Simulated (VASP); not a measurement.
# Ir (P6/mmm) in VASP: further runs, part 3 of 3

VASP 6.6.1. Earlier steps stand in the parts before.

**4. Single point, RPBE (16.38 Å³/atom)**

This run uses another cell than the first one, of 16.38 Å³/atom.

INCAR

```
PREC     = Accurate       # precision mode
ENCUT    = 520            # plane-wave cutoff, eV
EDIFF    = 1E-6           # SCF threshold, eV
ISMEAR   = -1             # smearing method
SIGMA    = 0.1            # smearing width, eV
LREAL    = False          # projectors in reciprocal space
LASPH    = True           # aspherical terms in the spheres
NELM     = 100            # most SCF steps
ALGO     = Normal         # electronic algorithm
ISIF     = 2              # what is computed and relaxed
LWAVE    = False          # write WAVECAR
LCHARG   = False          # write CHGCAR
GGA      = RP             # functional
NBANDS   = 20             # bands
```

KPOINTS

```
regular mesh
0
Gamma
  11 11 15
```

POSCAR

```
Ir
1.0
    4.5112842085      0.0000000000      0.0000000000
   -2.2556421042      3.9068867283      0.0000000000
    0.0000000000      0.0000000000      2.7875362442
Ir
3
Direct
    0.0000000000      0.0000000000      0.0000000000
    0.3333333333      0.6666666667      0.5000000000
    0.6666666667      0.3333333333      0.5000000000
```

Potentials or basis: VASP PAW PBE potentials, release 64 (Ir).

The run is started by

```bash
> cat potpaw_PBE.64/Ir/POTCAR > POTCAR
> mpirun -np 1 vasp_std > vasp.out
```

OUTCAR:

```text
PREC = Accurate
   ENCUT = 520
   EDIFF = 1E-6
   ISMEAR = -1
   LREAL = False
   LASPH = True
   NELM = 100
   ISIF = 2
   GGA = RP

 ion  position               nearest neighbor table
   1  0.000  0.000  0.000-   2 2.95   3 2.95   2 2.95   3 2.95   3 2.95   3 2.95   2 2.95   2 2.95
                             3 2.95   3 2.95   2 2.95   2 2.95
   2  0.333  0.667  0.500-   3 2.60   3 2.60   3 2.60   1 2.95   1 2.95   1 2.95   1 2.95   1 2.95
                             1 2.95
   3  0.667  0.333  0.500-   2 2.60   2 2.60   2 2.60   1 2.95   1 2.95   1 2.95   1 2.95   1 2.95
                             1 2.95

  LATTYP: Found a hexagonal cell.
 ALAT       =     4.5112842085
 C/A-ratio  =     0.6179030439

  Lattice vectors:

 A1 = (   4.5112842085,   0.0000000000,   0.0000000000)
 A2 = (  -2.2556421042,   3.9068867283,   0.0000000000)
 A3 = (   0.0000000000,   0.0000000000,   2.7875362442)

Analysis of symmetry for initial positions (statically):
=====================================================================
 Subroutine PRICEL returns:
 Original cell was already a primitive cell.

 Routine SETGRP: Setting up the symmetry group for a
 hexagonal supercell.

[... 167 lines left out ...]

 E-fermi :   8.1173     XC(G=0): -13.0600

 val. band max:        8.1106772297   @ k =   0.3636   0.0000   0.2667
 cond. band min:       8.1197783056   @ k =   0.1818   0.0000   0.4667
 fundamental gap:      0.0091010759
 Fermi energy:         8.1173399831

 k-point     1 :       0.0000    0.0000    0.0000
  band No.  band energies     occupation
      1      -1.4644      2.00000
      2       2.1633      2.00000
      3       4.0710      2.00000
      4       4.2876      2.00000
      5       4.2876      2.00000
      6       4.3213      2.00000
[... 541 lines left out ...]
     19      14.8573      0.00000
     20      16.3008      0.00000

 [... further k-points ...]

------------------------ aborting loop because EDIFF is reached ----------------------------------------

  FORCE on cell =-STRESS in cart. coord.  units (eV):
  Direction    XX          YY          ZZ          XY          YZ          ZX
  --------------------------------------------------------------------------------------
  -------------------------------------------------------------------------------------
  Total       -6.0113543     -6.0113543     -5.5159192     -0.0000000     -0.0000000      0.0000000
  in kB     -196.0339880   -196.0339880   -179.8775430     -0.0000000     -0.0000000      0.0000000
  external PRESSURE =    -190.6485064 kB  Pullay stress =       0.0000000 kB

 VOLUME and BASIS-vectors are now :
 -----------------------------------------------------------------------------
  energy-cutoff  :      520.00
  volume of cell :       49.13
      direct lattice vectors                 reciprocal lattice vectors
     4.511284209  0.000000000  0.000000000     0.221666371  0.127979139  0.000000000
    -2.255642104  3.906886728  0.000000000     0.000000000  0.255958278  0.000000000
     0.000000000  0.000000000  2.787536244     0.000000000  0.000000000  0.358739730

 POSITION                                       TOTAL-FORCE (eV/Angst)
 -----------------------------------------------------------------------------------
      0.00000      0.00000      0.00000         0.000000      0.000000      0.000000
     -0.00000      2.60459      1.39377         0.000000      0.000000     -0.000000
      2.25564      1.30230      1.39377        -0.000000      0.000000      0.000000
 -----------------------------------------------------------------------------------
    total drift:                                0.000000      0.000000     -0.000000

  FREE ENERGIE OF THE ION-ELECTRON SYSTEM (eV)
  ---------------------------------------------------
  free  energy   TOTEN  =       -23.4565603201 eV

  energy  without entropy=      -23.2766555433  energy(sigma->0) =      -23.36660793
```

stdout:

```text
POSCAR found type information on POSCAR Ir
 POSCAR found :  1 types and       3 ions
 scaLAPACK will be used
 -----------------------------------------------------------------------------
|                                                                             |
|                                                                             |
|     You enforced a specific xc type in the INCAR file but a different       |
|     I HOPE YOU KNOW WHAT YOU ARE DOING!                                     |
|                                                                             |
 -----------------------------------------------------------------------------

 LDA part: xc-table for (Slater+PW92), standard interpolation
 POSCAR, INCAR and KPOINTS ok, starting setup
 FFT: planning ... GRIDC
 FFT: planning ... GRID_SOFT
 FFT: planning ... GRID
 WAVECAR not read
 entering main loop
```

Wall time 83 s (1 thread of Intel Xeon Platinum 8259CL at 2.50GHz (Skylake/Cascade Lake), shared host); peak memory 0.25 GiB.

What came out:

```yaml
Free_energy: -23.4566 eV
Pressure: -19.1 GPa
Band_gap_on_the_k_mesh: zero (an odd number of electrons rules out a gap without spin polarisation)
```

Caveat: the cell stands under tension; the PAW data sets were made with another functional, which shifts forces and pressure a little; spin-orbit coupling is left out, which moves the levels of the heavy elements.

**5. Single point, RPBE (16.98 Å³/atom)**

This run uses another cell than the first one, of 16.98 Å³/atom.

INCAR

```
SYSTEM = Ir
PREC = Accurate ; ENCUT = 520
EDIFF = 1E-7 ; ISMEAR = -1
SIGMA = 0.1 ; LREAL = .False.
LASPH = .True. ; NELM = 100
ALGO = Normal ; ISIF = 2
LWAVE = .False. ; LCHARG = .False.
GGA = RP ; NBANDS = 20
```

KPOINTS

```
regular mesh
0
Gamma
  11 11 15
  0 0 0
```

POSCAR

```
Ir
1.0
    4.5663052922      0.0000000000      0.0000000000
   -2.2831526461      3.9545363845      0.0000000000
    0.0000000000      0.0000000000      2.8215339393
Ir
3
Direct
    0.0000000000      0.0000000000      0.0000000000
    0.3333333333      0.6666666667      0.5000000000
    0.6666666667      0.3333333333      0.5000000000
```

The run is started by

```bash
> cat potpaw_PBE.64/Ir/POTCAR > POTCAR
> mpirun -np 1 vasp_std > vasp.out
```

It took 94 s on 1 thread of Intel Xeon Platinum 8259CL at 2.50GHz (Skylake/Cascade Lake), shared host; peak memory 0.25 GiB.

Results (log left out):

| Property | Result |
| --- | --- |
| Free energy | -23.2022 eV |
| Pressure | -25.6 GPa |
| Band gap on the k mesh | zero (an odd number of electrons rules out a gap without spin polarisation) |

Stress tensor (GPa, compression positive):
```
-26.36   0.00   0.00
  0.00 -26.36   0.00
  0.00   0.00 -23.99
```

Levels at points of the mesh, in eV from the Fermi level:
| k point | band 10 | band 11 | band 12 | band 13 | band 14 | band 15 | band 16 | band 17 | band 18 | band 19 |
| --- | --- | --- | --- | --- | --- | --- | --- | --- | --- | --- |
| (0.00, 0.00, 0.00) | -2.38 | -1.61 | -1.61 | -1.55 | -1.55 | 0.87 | 0.87 | 5.17 | 6.36 | 7.46 |

Caveat: the cell stands under tension; the PAW data sets were made with another functional, which shifts forces and pressure a little; spin-orbit coupling is left out, which moves the levels of the heavy elements.

**6. Relaxation of cell and atoms, RPBE**

This run uses another cell than the first one, of 14.15 Å³/atom.

INCAR

```
PREC = Accurate
ENCUT = 600
EDIFF = 1E-6
ISMEAR = -1
SIGMA = 0.1
LREAL = F
LASPH = T
NELM = 60
ALGO = Normal
ISIF = 3
LWAVE = F
LCHARG = F
GGA = RP
IBRION = 2
NSW = 80
EDIFFG = -0.01
```

KPOINTS

```
Automatic mesh
0
Gamma
  9 9 12
```

POSCAR

```
Ir
1.0
    4.3081096287      0.0000000000      0.0000000000
   -2.1540548143      3.7309323807      0.0000000000
    0.0000000000      0.0000000000      2.6408712024
Ir
3
Direct
    0.0000000000      0.0000000000      0.0000000000
    0.3333333333      0.6666666667      0.5000000000
    0.6666666667      0.3333333333      0.5000000000
```

Potentials or basis: VASP PAW PBE potentials, release 64 (Ir).

The run is started by

```bash
> cat potpaw_PBE.64/Ir/POTCAR > POTCAR
> mpirun -np 1 vasp_std > vasp.out
```

Wall time 6.1 min (1 thread of Intel Xeon Platinum 8259CL at 2.50GHz (Skylake/Cascade Lake), shared host); peak memory 0.23 GiB.

Results (log left out):

| Item | Value |
| --- | --- |
| Free energy | -23.6853 eV |
| Relaxed volume | 15.18 Å³/atom |
| Relaxed cell | a = 4.399 Å, b = 4.399 Å, c = 2.717 Å, α = 90.00°, β = 90.00°, γ = 120.00° |
| Space group after relaxing (to 0.1 Å) | P6/mmm (No. 191) |
| Pressure after relaxing | 0.0 GPa |
| Band gap on the k mesh | zero (an odd number of electrons rules out a gap without spin polarisation) |

Stress tensor (GPa, compression positive):
```
-0.02  0.00  0.00
 0.00 -0.02  0.00
 0.00  0.00  0.08
```

Final structure:
```yaml
crystal:
  lattice:
    - [4.39943, 0.00000, 0.00000]
    - [-2.19972, 3.81002, 0.00000]
    - [0.00000, 0.00000, 2.71673]
  atoms:
    - { symbol: Ir, position: [0.00000, 0.00000, 0.00000] }
    - { symbol: Ir, position: [0.33333, 0.66667, 0.50000] }
    - { symbol: Ir, position: [0.66667, 0.33333, 0.50000] }
```

Levels at points of the mesh, in eV from the Fermi level:
```tsv
k point	band 11	band 12	band 13	band 14	band 15	band 16	band 17
(0.00, 0.00, 0.00)	-1.93	-1.93	-1.87	-1.87	1.09	1.09	5.89
(0.00, 0.00, 0.50)	0.04	0.04	0.60	0.60	2.01	2.69	3.07
```

Caveat: the PAW data sets were made with another functional, which shifts forces and pressure a little; spin-orbit coupling is left out, which moves the levels of the heavy elements.

**7. Summary**

```csv
task,cell,k mesh,cutoff (eV),gap on the mesh (eV),pressure (GPa)
single point,"a = 4.397, b = 4.397, c = 2.717 Å, angles 90.0, 90.0, 120.0°, 3 atoms",11 × 11 × 15,520,none,0.3
single point,"a = 4.455, b = 4.455, c = 2.753 Å, angles 90.0, 90.0, 120.0°, 3 atoms",11 × 11 × 15,520,none,-10.6
single point,"a = 4.511, b = 4.511, c = 2.788 Å, angles 90.0, 90.0, 120.0°, 3 atoms",11 × 11 × 15,520,none,-19.1
single point,"a = 4.566, b = 4.566, c = 2.822 Å, angles 90.0, 90.0, 120.0°, 3 atoms",11 × 11 × 15,520,none,-25.6
relaxation of cell and atoms,"relaxed from a = 4.308, b = 4.308, c = 2.641 Å, angles 90.0, 90.0, 120.0°, 3 atoms",9 × 9 × 12,600,none,0.0
```

Alike in all rows: level RPBE; potentials or basis VASP PAW PBE potentials, release 64 (Ir); no spin polarisation; smearing fermi-dirac 0.1 eV.

Caveats: the PAW data sets were made with another functional, which shifts forces and pressure a little; spin-orbit coupling is left out, which moves the levels of the heavy elements; the cell stands under tension (at least some runs).

Absolute energies hang on the potentials; compare differences alone.
